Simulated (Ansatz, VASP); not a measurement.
One calculation of Pb, two programs

INCAR

```
SYSTEM = Pb
  ALGO = Normal
  EDIFF = 1E-6
  ENCUT = 520
  GGA = PE
  ISIF = 2
  ISMEAR = -1
  LASPH = .TRUE.
  LCHARG = .FALSE.
  LREAL = .FALSE.
  LWAVE = .FALSE.
  NBANDS = 36
  NELM = 80
  PREC = Accurate
  SIGMA = 0.1
```

The input KPOINTS:

```
k-points
0
G
  10 10 3
  0 0 0
```

POSCAR

```
Pb
1.0
    3.3750503451      0.0000000000      0.0000000000
   -1.6875251726      2.9228793379      0.0000000000
    0.0000000000      0.0000000000     11.0029962978
Pb
4
Direct
    0.0000000000      0.0000000000      0.0000000000
    0.0000000000      0.0000000000      0.5000000000
    0.3333333333      0.6666666667      0.2500000000
    0.6666666667      0.3333333333      0.7500000000
```

Input for Ansatz:

```yaml
crystal:
  lattice:
    - [3.3750503451, 0.0, 0.0]
    - [-1.6875251726, 2.9228793379, 0.0]
    - [0.0, 0.0, 11.0029962978]
  atoms:
    - { symbol: Pb, position: [0.0, 0.0, 0.0] }
    - { symbol: Pb, position: [0.0, 0.0, 0.5] }
    - { symbol: Pb, position: [0.3333333333, 0.6666666667, 0.25] }
    - { symbol: Pb, position: [0.6666666667, 0.3333333333, 0.75] }
kpoints:
  mp_grid: { grid: [10, 10, 3] }
scf:
  occupations: { method: fermi_dirac, width: 0.1 }
hamiltonian:
  xc: pbe
  pseudopotentials: { kind: all_electron, lapw: { basis_error: 0.001 } }
output:
  forces: true
  stress: true
  eigenvalues: true
  populations: true
```

Change from the starting cell: volume scaled by 0.85, LAPW.

Alike in both runs: task single point; functional PBE; k mesh 10 × 10 × 3; occupations fermi-dirac, width 0.1 eV; no spin polarisation.

```csv
,VASP,Ansatz
version,VASP 6.6.1,Ansatz 0.2.0
potentials or method,"VASP PAW PBE potentials, release 64 (Pb_d), cutoff 520 eV","all-electron LAPW, scalar-relativistic"
```

```tsv
	VASP	Ansatz	Ansatz less VASP
pressure (GPa)	9.4	9.4	+0.09
traceless stress, the component that is largest in VASP (GPa)	-0.06	-0.06	+0.002
```

Ansatz ran all-electron here, and VASP with PAW potentials.

Neither program's run includes spin-orbit coupling.
